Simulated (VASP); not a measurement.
# Sn (I4_1/amd) in VASP: notebook

Sn is run at these levels: PBE; tasks: electric field gradients.

Everything below comes from runs of VASP 6.6.1. Logs are shortened: lines on timing, memory, paths and dates and some standing lists are left out, and cuts for length are marked.

### 1 The cell of the first run

The structure is tetragonal, space group I4_1/amd (No. 141). Conventional cell: a = 5.773 Å, b = 5.773 Å, c = 3.181 Å, α = 90.00°, β = 90.00°, γ = 90.00°. Within 3.9 Å of Sn (site symmetry -4m2) lie 10 Sn at 2.99 to 3.75 Å.

### 2 Electric field gradients, PBE (equal xx and yy strain of -1 %)

Input file INCAR:

```
SYSTEM = Sn
ALGO     = Normal         ! electronic algorithm
EDIFF    = 1E-8           ! SCF threshold, eV
ENCUT    = 400            ! plane-wave cutoff, eV
GGA      = PE             ! functional
GGA_COMPAT= .False.      
ISIF     = 2              ! what is computed and relaxed
ISMEAR   = -1             ! smearing method
LASPH    = .True.         ! aspherical terms in the spheres
LCHARG   = .False.        ! write CHGCAR
LEFG     = .True.       
LREAL    = .False.        ! projectors in reciprocal space
LWAVE    = .False.        ! write WAVECAR
NBANDS   = 21             ! bands
NELM     = 120            ! most SCF steps
PREC     = Accurate       ! precision mode
SIGMA    = 0.05           ! smearing width, eV
```

Input file KPOINTS:

```
k-points
0
Gamma
  15 15 15
  0 0 0
```

Input file POSCAR:

```
Sn
1.0
   -2.8866915000      2.8866915000      1.5906500000
    2.8866915000     -2.8866915000      1.5906500000
    2.8866915000      2.8866915000     -1.5906500000
Sn
2
Direct
    0.0000000000      0.0000000000      0.0000000000
    0.7500000000      0.2500000000      0.5000000000
```

Potentials or basis: VASP PAW PBE potentials, release 64 (Sn_d).

Launch:

```console
cat potpaw_PBE.64/Sn_d/POTCAR > POTCAR
mpirun -np 1 vasp_std > vasp.out
```

OUTCAR:

```text
SYSTEM = Sn
   EDIFF = 1E-8
   ENCUT = 400
   GGA = PE
   ISIF = 2
   ISMEAR = -1
   LASPH = .True.
   LREAL = .False.
   NELM = 120
   PREC = Accurate

 ion  position               nearest neighbor table
   1  0.000  0.000  0.000-   2 2.99   2 2.99   2 2.99   2 2.99   2 3.75   2 3.75   2 3.75   2 3.75

   2  0.750  0.250  0.500-   1 2.99   1 2.99   1 2.99   1 2.99   1 3.75   1 3.75   1 3.75   1 3.75

  LATTYP: Found a body centered tetragonal cell.
 ALAT       =     5.7733830000
 C/A-ratio  =     0.5510287469

  Lattice vectors:

 A1 = (  -2.8866915000,   2.8866915000,   1.5906500000)
 A2 = (   2.8866915000,  -2.8866915000,   1.5906500000)
 A3 = (   2.8866915000,   2.8866915000,  -1.5906500000)

Analysis of symmetry for initial positions (statically):
=====================================================================
 Subroutine PRICEL returns:
 Original cell was already a primitive cell.

 Routine SETGRP: Setting up the symmetry group for a
 body centered tetragonal supercell.

 Subroutine GETGRP returns: Found 16 space group operations
 (whereof  8 operations were pure point group operations)
 out of a pool of 16 trial point group operations.

The static configuration has the point symmetry D_2d.
 The point group associated with its full space group is D_4h.

Analysis of symmetry for dynamics (positions and initial velocities):
=====================================================================
 Subroutine PRICEL returns:
 Original cell was already a primitive cell.

 Routine SETGRP: Setting up the symmetry group for a
 body centered tetragonal supercell.

 Subroutine GETGRP returns: Found 16 space group operations
 (whereof  8 operations were pure point group operations)
 out of a pool of 16 trial point group operations.

The dynamic configuration has the point symmetry D_2d.
 The point group associated with its full space group is D_4h.

 Subroutine INISYM returns: Found 16 space group operations
 (whereof  8 operations are pure point group operations),
 and found     1 'primitive' translations

----------------------------------------------------------------------------------------

                                     Primitive cell

  volume of cell :      53.0195

  direct lattice vectors                    reciprocal lattice vectors
    -2.886691500  2.886691500  1.590650000     0.000000000  0.173208672  0.314336906
     2.886691500 -2.886691500  1.590650000     0.173208672  0.000000000  0.314336906
     2.886691500  2.886691500 -1.590650000     0.173208672  0.173208672  0.000000000

  length of vectors
     4.381340326  4.381340326  4.381340326     0.358899616  0.358899616  0.244954052

  position of ions in fractional coordinates (direct lattice)
     0.000000000  0.000000000  0.000000000
     0.750000000  0.250000000  0.500000000

  ion indices of the primitive-cell ions
   primitive index   ion index
                 1           1
                 2           2

----------------------------------------------------------------------------------------

 KPOINTS: k-points

Automatic generation of k-mesh.
 Grid dimensions read from file:
 generate k-points for:   15   15   15

 Generating k-lattice:

  Cartesian coordinates                     Fractional coordinates (reciprocal lattice)
     0.000000000  0.011547245  0.020955794     0.066666667 -0.000000000  0.000000000
     0.011547245  0.000000000  0.020955794    -0.000000000  0.066666667  0.000000000
     0.011547245  0.011547245  0.000000000     0.000000000  0.000000000  0.066666667

  Length of vectors
     0.023926641  0.023926641  0.016330270

  Shift w.r.t. Gamma in fractional coordinates (k-lattice)
     0.000000000  0.000000000  0.000000000

 Subroutine IBZKPT returns following result:
 ===========================================

 Found    288 irreducible k-points:

 Following reciprocal coordinates:
            Coordinates               Weight
  0.000000  0.000000  0.000000      1.000000
  0.066667  0.000000  0.000000      8.000000
  0.133333  0.000000 -0.000000      8.000000
  0.200000  0.000000  0.000000      8.000000
  0.266667  0.000000 -0.000000      8.000000
  0.333333 -0.000000  0.000000      8.000000
[... 16 lines left out ...]
  0.133333  0.133333 -0.000000      8.000000
  0.200000  0.133333  0.000000     16.000000
 [... further k-points ...]
   k-points           NKPTS =    288   k-points in BZ     NKDIM =    288   number of bands    NBANDS=     21
   number of dos      NEDOS =    301   number of ions     NIONS =      2
   total plane-waves  NPLWV =  27000
   dimension x,y,z NGX =    30 NGY =   30 NGZ =   30
   dimension x,y,z NGXF=    60 NGYF=   60 NGZF=   60
   ions per type =               2
   NGX,Y,Z   is equivalent  to a cutoff of  11.38, 11.38, 11.38 a.u.
   NGXF,Y,Z  is equivalent  to a cutoff of  22.77, 22.77, 22.77 a.u.
 SYSTEM =  Sn
   PREC   = accura    normal or accurate (medium, high low for compatibility)
   ISTART =      0    job   : 0-new  1-cont  2-samecut
   ICHARG =      2    charge: 1-file 2-atom 10-const
   ISPIN  =      1    spin polarized calculation?
   LNONCOLLINEAR =      F non collinear calculations
   LSORBIT =      F    spin-orbit coupling
   LASPH  =      T    aspherical Exc in radial PAW
   ENCUT  =  400.0 eV  29.40 Ry    5.42 a.u.   7.14  7.14  7.14*2*pi/ulx,y,z
   NELM   =    120;   NELMIN=  2; NELMDL= -5     # of ELM steps
   EDIFF  = 0.1E-07   stopping-criterion for ELM
   LREAL  =      F    real-space projection
   EDIFFG = 0.1E-06   stopping-criterion for IOM
   NSW    =      0    number of steps for IOM
   IBRION =     -1    ionic relax: 0-MD 1-quasi-New 2-CG
   NFREE  =      0    steps in history (QN), initial steepest desc. (CG)
   ISIF   =      2    stress and relaxation
   ISYM   =      2    0-nonsym 1-usesym 2-fastsym
   POTIM  = 0.5000    time-step for ionic-motion
   TEBEG  =    0.0;   TEEND  =   0.0 temperature during run
   PSTRESS=    0.0 pullay stress
   NELECT =      28.0000    total number of electrons
   NUPDOWN=      -1.0000    fix difference up-down
   EMIN   =  10.00;   EMAX   =-10.00  energy-range for DOS
   EFERMI =   0.00;   METHOD = LEGACY
   ISMEAR =    -1;   SIGMA  =   0.05  broadening in eV -4-tet -1-fermi 0-gaus
   EFERMI_NEDOS =   21; number of points for ismear=-14 and -15
   IALGO  =     38    algorithm
   IMIX   =      4    mixing-type and parameters
     AMIX     =   0.40;   BMIX     =  1.00
     AMIX_MAG =   1.60;   BMIX_MAG =  1.00
  volume/ion in A,a.u.               =      26.51       178.90
  Fermi-wavevector in a.u.,A,eV,Ry     =   1.323272  2.500621 23.824457  1.751048
  Thomas-Fermi vector in A             =   2.452892
   LORBIT       =      0    0 simple, 1 ext, 2 COOP (PROOUT), +10 PAW based schemes
   GGA     = PE    functional components
   LHFCALC =     F    Hartree Fock is set to
   AEXX    =    0.0000 exact exchange contribution
   IVDW    =     0    specifies the selected vdW correction
   LEPSILON=     F    determine dielectric tensor
   LRPA    =     F    only Hartree local field effects (RPA)
 non-spin polarized calculation
  energy-cutoff  :      400.00
  volume of cell :       53.02
 maximum number of plane-waves:       977
 NGX is ok and might be reduce to    30
   NGX = 15   NGY = 15   NGZ = 15

 number of electron      27.9999998 magnetization

 Free energy of the ion-electron system (eV)
  ---------------------------------------------------
  ext. energy  EPLUGINS =         0.00000000
  ---------------------------------------------------
  free energy    TOTEN  =        -7.56695035 eV

  energy without entropy =       -7.55969296  energy(sigma->0) =       -7.56332166

 E-fermi :   8.2683     XC(G=0): -10.4160

 val. band max:        8.2631249489   @ k =  -0.2667   0.2000   0.0000
 cond. band min:       8.3006370491   @ k =  -0.2000  -0.2000   0.0667
 fundamental gap:      0.0375121002
 Fermi energy:         8.2682662015

 k-point     1 :       0.0000    0.0000    0.0000
  band No.  band energies     occupation
      1     -13.4304      2.00000
      2     -13.3267      2.00000
      3     -13.2948      2.00000
      4     -13.2687      2.00000
      5     -13.1213      2.00000
      6     -13.1213      2.00000
[... 13 lines left out ...]
     20      18.3589      0.00000
     21      18.9482      0.00000

 k-point     2 :       0.0667    0.0000    0.0000
  band No.  band energies     occupation
      1     -13.4274      2.00000
      2     -13.3178      2.00000
      3     -13.2912      2.00000
      4     -13.2582      2.00000
      5     -13.1281      2.00000
      6     -13.1271      2.00000
[... 13 lines left out ...]
     20      17.9180      0.00000
     21      18.0152      0.00000

 k-point     3 :       0.1333    0.0000   -0.0000
  band No.  band energies     occupation
      1     -13.4185      2.00000
      2     -13.2940      2.00000
      3     -13.2812      2.00000
      4     -13.2320      2.00000
      5     -13.1438      2.00000
      6     -13.1350      2.00000
[... 13 lines left out ...]
     20      16.8206      0.00000
     21      17.0136      0.00000
[... 457 lines left out ...]
 k-point    23 :       0.1333    0.1333   -0.0000
  band No.  band energies     occupation
      1     -13.3987      2.00000
      2     -13.2584      2.00000
      3     -13.2368      2.00000
      4     -13.1857      2.00000
      5     -13.1673      2.00000
      6     -13.1535      2.00000
[... 13 lines left out ...]
     20      15.7997      0.00000
     21      16.1256      0.00000

 k-point    24 :       0.2000    0.1333    0.0000
  band No.  band energies     occupation
      1     -13.3857      2.00000
      2     -13.2446      2.00000
      3     -13.2376      2.00000
      4     -13.1880      2.00000
      5     -13.1811      2.00000
      6     -13.1621      2.00000
[... 13 lines left out ...]
     20      15.5363      0.00000
     21      16.5033      0.00000

 [... further k-points ...]

------------------------ aborting loop because EDIFF is reached ----------------------------------------

  FORCE on cell =-STRESS in cart. coord.  units (eV):
  Direction    XX          YY          ZZ          XY          YZ          ZX
  --------------------------------------------------------------------------------------
  -------------------------------------------------------------------------------------
  Total        1.4558840      1.4558840      0.9196362      0.0000000      0.0000000      0.0000000
  in kB       43.9948640     43.9948640     27.7901749      0.0000000      0.0000000      0.0000000
  external PRESSURE =      38.5933010 kB  Pullay stress =       0.0000000 kB

 VOLUME and BASIS-vectors are now :
 -----------------------------------------------------------------------------
  energy-cutoff  :      400.00
  volume of cell :       53.02
      direct lattice vectors                 reciprocal lattice vectors
    -2.886691500  2.886691500  1.590650000     0.000000000  0.173208672  0.314336906
     2.886691500 -2.886691500  1.590650000     0.173208672  0.000000000  0.314336906
     2.886691500  2.886691500 -1.590650000     0.173208672  0.173208672  0.000000000

 POSITION                                       TOTAL-FORCE (eV/Angst)
 -----------------------------------------------------------------------------------
      0.00000      0.00000      0.00000         0.000000      0.000000     -0.000000
     -0.00000      2.88669      0.79532        -0.000000     -0.000000      0.000000
 -----------------------------------------------------------------------------------
    total drift:                                0.000000     -0.000000      0.000000

  FREE ENERGIE OF THE ION-ELECTRON SYSTEM (eV)
  ---------------------------------------------------
  free  energy   TOTEN  =        -7.5669503526 eV

  energy  without entropy=       -7.5596929580  energy(sigma->0) =       -7.56332166

 Electric field gradients (V/A^2)
---------------------------------------------------------------------
 ion       V_xx      V_yy      V_zz      V_xy      V_xz      V_yz
---------------------------------------------------------------------
   1     -24.621   -24.621    49.242    -0.001     0.000     0.000
   2     -24.621   -24.621    49.242    -0.001     0.000     0.000
---------------------------------------------------------------------

 Electric field gradients after diagonalization (V/A^2)
 (convention: |V_zz| > |V_xx| > |V_yy|)
----------------------------------------------------------------------
 ion       V_xx      V_yy      V_zz     asymmetry (V_yy - V_xx)/ V_zz
----------------------------------------------------------------------
   1     -24.622   -24.620    49.242       0.000
   2     -24.622   -24.620    49.242       0.000
----------------------------------------------------------------------

           NMR quadrupolar parameters

 Cq : quadrupolar parameter    Cq=e*Q*V_zz/h
 eta: asymmetry parameters     (V_yy - V_xx)/ V_zz
 Q  : nuclear electric quadrupole moment in mb (millibarn)
----------------------------------------------------------------------
 ion       Cq(MHz)       eta       Q (mb)
----------------------------------------------------------------------
   1       0.119       0.000       1.000
   2       0.119       0.000       1.000
----------------------------------------------------------------------
```

Wall time 3.6 min (1 thread of Oxide Virtual Turin-like, shared host); peak memory 0.25 GiB.

What came out:

```yaml
Free_energy: -7.5670 eV
Pressure: 3.9 GPa
Band_gap_on_the_k_mesh: zero (bands 14 and 15 overlap by 4.47 eV)
Largest_electric_field_gradient_by_atom: Sn +49.2 V/Å²
```

Levels at points of the mesh, in eV from the Fermi level:
```csv
k point,band 11,band 12,band 13,band 14,band 15,band 16,band 17,band 18
"(0.00, 0.00, 0.00)",-11.31,-3.44,-2.00,-2.00,2.98,6.44,6.44,6.83
```

Electric field gradients, principal values (V/Å²):
```csv
atom,least,middle,greatest (by size)
1 Sn,-24.620,-24.622,49.242
2 Sn,-24.620,-24.622,49.242
```

Caveat: the cell differs from its parent crystal (equal xx and yy strain of -1 %); the cell stands under pressure; without QUAD_EFG the Cq values of the log hold for a quadrupole moment of 1 mb, not for the nuclei; spin-orbit coupling is left out, which moves the levels of the heavy elements.

[end of part 1 of 3]

The gap in the log of VASP goes by the Fermi energy; the results here count the filled bands.